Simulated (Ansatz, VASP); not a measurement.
**Two plane-wave programs on Ta5Si**

```
CELL_PARAMETERS angstrom
4.75290 0.00000 0.00000
-2.37645 4.11613 0.00000
0.00000 0.00000 5.43253
ATOMIC_POSITIONS crystal
Ta 0.33333 0.66667 0.25645
Ta 0.33333 0.66667 0.74355
Ta 0.66667 0.33333 0.74355
Ta 0.66667 0.33333 0.25645
Ta 0.00000 0.00000 0.50000
Si 0.00000 0.00000 0.00000
```

Alike in both runs: functional PBE; k mesh 12 × 12 × 8; occupations gaussian, width 0.1 eV; no spin polarisation.

Ansatz relaxed the structure, and its values are those at the end. VASP's run is a single point on that final structure, the one shown.

|  | VASP | Ansatz |
| --- | --- | --- |
| version | VASP 6.6.1 | Ansatz 0.2.0 |
| potentials or method | VASP PAW PBE potentials, release 64 (Ta_pv, Si), cutoff 520 eV | scalar-relativistic, plane waves, PAW |
| valence electrons in the cell | 59 | 69 |

|  | VASP | Ansatz | Ansatz less VASP |
| --- | --- | --- | --- |
| gap on the k mesh at the Fermi level (eV) | none | none | - |
| pressure (GPa) | 0.1 | 0.0 | -0.15 |

A gap of «none» marks a metal or a gap that the smearing closes. VASP's potentials hold 59 valence electrons a cell and Ansatz's 69, so a difference there can come from the potentials and not from the codes.

Spin-orbit coupling is off throughout.
